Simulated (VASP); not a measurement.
Here is a VASP 6.6.1 calculation.

Contents of INCAR:

```
SYSTEM = Au2S3
ALGO = Normal ; EDIFF = 1E-6
EDIFFG = -0.04 ; ENCUT = 600
GGA = PE ; IBRION = 2
ISIF = 3 ; ISMEAR = 0
IVDW = 12 ; LASPH = .TRUE.
LCHARG = .FALSE. ; LREAL = .FALSE.
LWAVE = .FALSE. ; NELM = 80
NSW = 90 ; PREC = Accurate
SIGMA = 0.1
```

KPOINTS

```
k-points
0
G
  6 6 2
  0 0 0
```

POSCAR

```
Au2S3
1.0
    3.4995026500      0.0000000000      0.0000000000
   -1.7497513200      3.0306581900      0.0000000000
    0.0000000000      0.0000000000      8.5799037600
S Au
3 2
Direct
    0.0000000000      0.0000000000      0.0000000000
    0.3333333300      0.6666666700      0.3360028500
    0.6666666700      0.3333333300      0.6639971500
    0.6666666700      0.3333333300      0.1680014300
    0.3333333300      0.6666666700      0.8319985700
```

Potentials or basis: VASP PAW PBE potentials, release 64 (S, Au).

The run is started by

```bash
$ cat potpaw_PBE.64/S/POTCAR potpaw_PBE.64/Au/POTCAR > POTCAR
$ mpirun -np 1 vasp_std > vasp.out
```

(1) Estimate the relaxed cell.

(2) Predict the relaxed volume.

(3) Estimate the dispersion energy per atom.

(4) Predict the band gap on the k mesh.

Answers

(1) a = 3.661 Å, b = 3.661 Å, c = 7.987 Å, α = 90.00°, β = 90.00°, γ = 120.00°.

(2) 18.54 Å³/atom.

(3) -0.434 eV.

(4) zero (bands 20 and 21 overlap by 1.08 eV).

Caveat: the k points lie up to 0.39 Å⁻¹ apart in the final cell, too coarse for converged energies and pressures of a metal; spin-orbit coupling is left out, which moves the levels of the heavy elements.
